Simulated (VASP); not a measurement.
A run of VASP 6.6.1 is set up as follows.

File INCAR:

```
SYSTEM = Cd
ALGO = Normal
EDIFF = 1E-6
EDIFFG = -0.01
ENCUT = 600
GGA = PS
IBRION = 2
ISIF = 3
ISMEAR = 0
LASPH = .TRUE.
LCHARG = .FALSE.
LREAL = .FALSE.
LWAVE = .FALSE.
NELM = 100
NSW = 80
PREC = Accurate
SIGMA = 0.1
```

The input KPOINTS:

```
k-points
0
G
  16 16 16
  0 0 0
```

POSCAR

```
Cd
1.0
   -2.8584392528      2.8584392528      1.4429259457
    2.8584392528     -2.8584392528      1.4429259457
    2.8584392528      2.8584392528     -1.4429259457
Cd
2
Direct
    0.7500000000      0.2500000000      0.5000000000
    0.0000000000      0.0000000000      0.0000000000
```

Potentials or basis: VASP PAW PBE potentials, release 64 (Cd).

Command:

```sh
$ cat potpaw_PBE.64/Cd/POTCAR > POTCAR
$ mpirun -np 1 vasp_std > vasp.out
```

Problem. Predict the space group after relaxing (to 0.05 Å).

Solution. I4_1/amd (No. 141).

Problem. What does it give for the relaxed cell?

Solution. a = 4.297 Å, b = 4.297 Å, c = 4.297 Å, α = 96.50°, β = 96.50°, γ = 140.69°.

Final structure:
```
Cd
1.0
    -2.86127    2.86127    1.44521
     2.86127   -2.86127    1.44521
     2.86127    2.86127   -1.44521
Cd
2
Direct
  0.75000 0.25000 0.50000
  0.00000 0.00000 0.00000
```
